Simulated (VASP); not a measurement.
# Al (Fm-3m) in VASP: relaxation of cell and atoms with LDA

Aim: the relaxation of cell and atoms of Al with LDA.

Everything below comes from runs of VASP 6.6.1. Logs are shortened: lines on timing, memory, paths and dates and some standing lists are left out, and cuts for length are marked.

## Step 1: The cell of the first run

The structure is cubic, space group Fm-3m (No. 225). The conventional cell has a = 4.050 Å, b = 4.050 Å, c = 4.050 Å, α = 90.00°, β = 90.00°, γ = 90.00°. Within 3.8 Å of Al (site symmetry m-3m) lie 12 Al at 2.86 Å.

## Step 2: Relaxation of cell and atoms, LDA

INCAR reads:

```
PREC = Accurate
ENCUT = 600
EDIFF = 1E-6
ISMEAR = 0
SIGMA = 0.1
LREAL = False
LASPH = True
NELM = 100
ALGO = Fast
ISIF = 3
LWAVE = False
LCHARG = False
IBRION = 2
NSW = 80
EDIFFG = -0.003
```

KPOINTS reads:

```
regular mesh
0
Gamma
  34 34 34
```

POSCAR reads:

```
Al
1.0
    0.0000000000      2.0250000000      2.0250000000
    2.0250000000      0.0000000000      2.0250000000
    2.0250000000      2.0250000000      0.0000000000
Al
1
Direct
    0.0000000000      0.0000000000      0.0000000000
```

Potentials or basis: VASP PAW LDA potentials, release 64 (Al).

Run with:

```console
cat potpaw_LDA.64/Al/POTCAR > POTCAR
mpirun -np 1 vasp_std > vasp.out
```

OUTCAR:

```text
PREC = Accurate
   ENCUT = 600
   EDIFF = 1E-6
   ISMEAR = 0
   LREAL = False
   LASPH = True
   NELM = 100
   ISIF = 3
   IBRION = 2
   NSW = 80
   EDIFFG = -0.003

 ion  position               nearest neighbor table
   1  0.000  0.000  0.000-

  LATTYP: Found a face centered cubic cell.
 ALAT       =     4.0500000000

  Lattice vectors:

 A1 = (   0.0000000000,   2.0250000000,   2.0250000000)
 A2 = (   2.0250000000,   0.0000000000,   2.0250000000)
 A3 = (   2.0250000000,   2.0250000000,   0.0000000000)

Analysis of symmetry for initial positions (statically):
=====================================================================
 Subroutine PRICEL returns:
 Original cell was already a primitive cell.

 Routine SETGRP: Setting up the symmetry group for a
 face centered cubic supercell.

 Subroutine GETGRP returns: Found 48 space group operations
 (whereof 48 operations were pure point group operations)
 out of a pool of 48 trial point group operations.

The static configuration has the point symmetry O_h .

Analysis of symmetry for dynamics (positions and initial velocities):
=====================================================================
 Subroutine PRICEL returns:
 Original cell was already a primitive cell.

 Routine SETGRP: Setting up the symmetry group for a
 face centered cubic supercell.

 Subroutine GETGRP returns: Found 48 space group operations
 (whereof 48 operations were pure point group operations)
 out of a pool of 48 trial point group operations.

The dynamic configuration has the point symmetry O_h .

 Subroutine INISYM returns: Found 48 space group operations
 (whereof 48 operations are pure point group operations),
 and found     1 'primitive' translations

----------------------------------------------------------------------------------------

                                     Primitive cell

  volume of cell :      16.6075

  direct lattice vectors                    reciprocal lattice vectors
     0.000000000  2.025000000  2.025000000    -0.246913580  0.246913580  0.246913580
     2.025000000  0.000000000  2.025000000     0.246913580 -0.246913580  0.246913580
     2.025000000  2.025000000  0.000000000     0.246913580  0.246913580 -0.246913580

  length of vectors
     2.863782464  2.863782464  2.863782464     0.427666866  0.427666866  0.427666866

  position of ions in fractional coordinates (direct lattice)
     0.000000000  0.000000000  0.000000000

  ion indices of the primitive-cell ions
   primitive index   ion index
                 1           1

----------------------------------------------------------------------------------------

 KPOINTS: regular mesh

Automatic generation of k-mesh.
 Grid dimensions read from file:
 generate k-points for:   34   34   34

 Generating k-lattice:

  Cartesian coordinates                     Fractional coordinates (reciprocal lattice)
    -0.007262164  0.007262164  0.007262164     0.029411765  0.000000000  0.000000000
     0.007262164 -0.007262164  0.007262164     0.000000000  0.029411765  0.000000000
     0.007262164  0.007262164 -0.007262164     0.000000000  0.000000000  0.029411765

  Length of vectors
     0.012578437  0.012578437  0.012578437

  Shift w.r.t. Gamma in fractional coordinates (k-lattice)
     0.000000000  0.000000000  0.000000000

 Subroutine IBZKPT returns following result:
 ===========================================

 Found   1059 irreducible k-points:

 Following reciprocal coordinates:
            Coordinates               Weight
  0.000000  0.000000  0.000000      1.000000
  0.029412  0.000000  0.000000      8.000000
  0.058824  0.000000  0.000000      8.000000
  0.088235  0.000000  0.000000      8.000000
  0.117647  0.000000  0.000000      8.000000
  0.147059  0.000000  0.000000      8.000000
[... 16 lines left out ...]
  0.147059  0.029412  0.000000     24.000000
  0.176471  0.029412  0.000000     24.000000
 [... further k-points ...]
   k-points           NKPTS =   1059   k-points in BZ     NKDIM =   1059   number of bands    NBANDS=      5
   number of dos      NEDOS =    301   number of ions     NIONS =      1
   total plane-waves  NPLWV =  13824
   dimension x,y,z NGX =    24 NGY =   24 NGZ =   24
   dimension x,y,z NGXF=    48 NGYF=   48 NGZF=   48
   ions per type =               1
   NGX,Y,Z   is equivalent  to a cutoff of  13.93, 13.93, 13.93 a.u.
   NGXF,Y,Z  is equivalent  to a cutoff of  27.86, 27.86, 27.86 a.u.
 SYSTEM =  unknown system
   PREC   = accura    normal or accurate (medium, high low for compatibility)
   ISTART =      0    job   : 0-new  1-cont  2-samecut
   ICHARG =      2    charge: 1-file 2-atom 10-const
   ISPIN  =      1    spin polarized calculation?
   LNONCOLLINEAR =      F non collinear calculations
   LSORBIT =      F    spin-orbit coupling
   LASPH  =      T    aspherical Exc in radial PAW
   ENCUT  =  600.0 eV  44.10 Ry    6.64 a.u.   5.72  5.72  5.72*2*pi/ulx,y,z
   NELM   =    100;   NELMIN=  2; NELMDL= -5     # of ELM steps
   EDIFF  = 0.1E-05   stopping-criterion for ELM
   LREAL  =      F    real-space projection
   EDIFFG = -.3E-02   stopping-criterion for IOM
   NSW    =     80    number of steps for IOM
   IBRION =      2    ionic relax: 0-MD 1-quasi-New 2-CG
   NFREE  =      1    steps in history (QN), initial steepest desc. (CG)
   ISIF   =      3    stress and relaxation
   ISYM   =      2    0-nonsym 1-usesym 2-fastsym
   POTIM  = 0.5000    time-step for ionic-motion
   TEBEG  =    0.0;   TEEND  =   0.0 temperature during run
   PSTRESS=    0.0 pullay stress
   NELECT =       3.0000    total number of electrons
   NUPDOWN=      -1.0000    fix difference up-down
   EMIN   =  10.00;   EMAX   =-10.00  energy-range for DOS
   EFERMI =   0.00;   METHOD = LEGACY
   ISMEAR =     0;   SIGMA  =   0.10  broadening in eV -4-tet -1-fermi 0-gaus
   EFERMI_NEDOS =   21; number of points for ismear=-14 and -15
   IALGO  =     68    algorithm
   IMIX   =      4    mixing-type and parameters
     AMIX     =   0.40;   BMIX     =  1.00
     AMIX_MAG =   1.60;   BMIX_MAG =  1.00
  volume/ion in A,a.u.               =      16.61       112.07
  Fermi-wavevector in a.u.,A,eV,Ry     =   0.925437  1.748822 11.652489  0.856434
  Thomas-Fermi vector in A             =   2.051291
   LORBIT       =      0    0 simple, 1 ext, 2 COOP (PROOUT), +10 PAW based schemes
   GGA     = CA    functional components
   LHFCALC =     F    Hartree Fock is set to
   AEXX    =    0.0000 exact exchange contribution
   IVDW    =     0    specifies the selected vdW correction
   LEPSILON=     F    determine dielectric tensor
   LRPA    =     F    only Hartree local field effects (RPA)
 conjugate gradient relaxation of ions
 non-spin polarized calculation
 RMM-DIIS sequential band-by-band and
 Gauss-broadening in eV      SIGMA  =   0.10
  energy-cutoff  :      600.00
  volume of cell :       16.61
 maximum number of plane-waves:       568
   NGX = 11   NGY = 11   NGZ = 11

--------------------------------------- Ionic step        1  -------------------------------------------

 number of electron       3.0000000 magnetization

 Free energy of the ion-electron system (eV)
  ---------------------------------------------------
  ext. energy  EPLUGINS =         0.00000000
  ---------------------------------------------------
  free energy    TOTEN  =        -4.18278810 eV

  energy without entropy =       -4.18042912  energy(sigma->0) =       -4.18160861

------------------------ aborting loop because EDIFF is reached ----------------------------------------

  FORCE on cell =-STRESS in cart. coord.  units (eV):
  Direction    XX          YY          ZZ          XY          YZ          ZX
  --------------------------------------------------------------------------------------
  -------------------------------------------------------------------------------------
  Total       -0.3822661     -0.3822661     -0.3822661      0.0000000      0.0000000      0.0000000
  in kB      -36.8783336    -36.8783336    -36.8783336      0.0000000      0.0000000      0.0000000
  external PRESSURE =     -36.8783336 kB  Pullay stress =       0.0000000 kB
[... 55 lines left out ...]
  energy  without entropy=       -4.1901063619  energy(sigma->0) =       -4.19117849

--------------------------------------- Ionic step        3  -------------------------------------------

 number of electron       3.0000000 magnetization

 Free energy of the ion-electron system (eV)
  ---------------------------------------------------
  ext. energy  EPLUGINS =         0.00000000
  ---------------------------------------------------
  free energy    TOTEN  =        -4.19242874 eV

  energy without entropy =       -4.19025412  energy(sigma->0) =       -4.19134143

 E-fermi :   8.2612     XC(G=0): -10.5033

 val. band max:        8.2590268061   @ k =   0.4706   0.4412   0.0294
 cond. band min:       8.2675019820   @ k =  -0.3235   0.4412   0.1471
 fundamental gap:      0.0084751759
 Fermi energy:         8.2611505980

 k-point     1 :       0.0000    0.0000    0.0000
  band No.  band energies     occupation
      1      -3.1555      2.00000
      2      21.0482      0.00000
      3      21.0482      0.00000
      4      21.0482      0.00000
      5      22.7015      0.00000

 k-point     2 :       0.0294    0.0000    0.0000
  band No.  band energies     occupation
      1      -3.1313      2.00000
      2      20.4851      0.00000
      3      20.9514      0.00000
      4      20.9514      0.00000
      5      22.8359      0.00000
[... 169 lines left out ...]
 k-point    24 :       0.1765    0.0294    0.0000
  band No.  band energies     occupation
      1      -2.3611      2.00000
      2      15.0305      0.00000
      3      19.2267      0.00000
      4      20.1464      0.00000
      5      23.4500      0.00000

 [... further k-points ...]
[... 5 lines left out ...]
  --------------------------------------------------------------------------------------
  -------------------------------------------------------------------------------------
  Total        0.0004085      0.0004085      0.0004085     -0.0000000      0.0000000     -0.0000000
  in kB        0.0414070      0.0414070      0.0414070     -0.0000000      0.0000000     -0.0000000
  external PRESSURE =       0.0414070 kB  Pullay stress =       0.0000000 kB
[... 16 lines left out ...]
  FREE ENERGIE OF THE ION-ELECTRON SYSTEM (eV)
  ---------------------------------------------------
  free  energy   TOTEN  =        -4.1924287409 eV

  energy  without entropy=       -4.1902541168  energy(sigma->0) =       -4.19134143

 reached required accuracy - stopping structural energy minimisation
```

Run time: 54 s. Hardware: 1 thread of Intel Xeon 6975P-C (Granite Rapids), shared host; peak memory 0.22 GiB.

Results:

```yaml
Free_energy: -4.1924 eV
Relaxed_volume: 15.81 Å³/atom
Relaxed_cell: a = 2.817 Å, b = 2.817 Å, c = 2.817 Å, α = 60.00°, β = 60.00°, γ = 60.00°
Space_group_after_relaxing_to_0.1_Å: Fm-3m (No. 225)
Energy_gained_by_relaxing: 9.6 meV/atom
Ionic_steps: 3
Pressure_after_relaxing: 0.0 GPa
Band_gap_on_the_k_mesh: zero (an odd number of electrons rules out a gap without spin polarisation)
```

The path:
| step | energy change (eV) | largest force (eV/Å) | pressure (GPa) | volume (Å³) |
| --- | --- | --- | --- | --- |
| 1 | 0.0000 | 0.0000 | -3.69 | 16.61 |
| 2 | -0.0095 | 0.0000 | 0.56 | 15.71 |
| 3 | -0.0096 | 0.0000 | 0.00 | 15.81 |

Final structure:
```
Al
1.0
     0.00000    1.99195    1.99195
     1.99195    0.00000    1.99195
     1.99195    1.99195    0.00000
Al
1
Direct
  0.00000 0.00000 0.00000
```
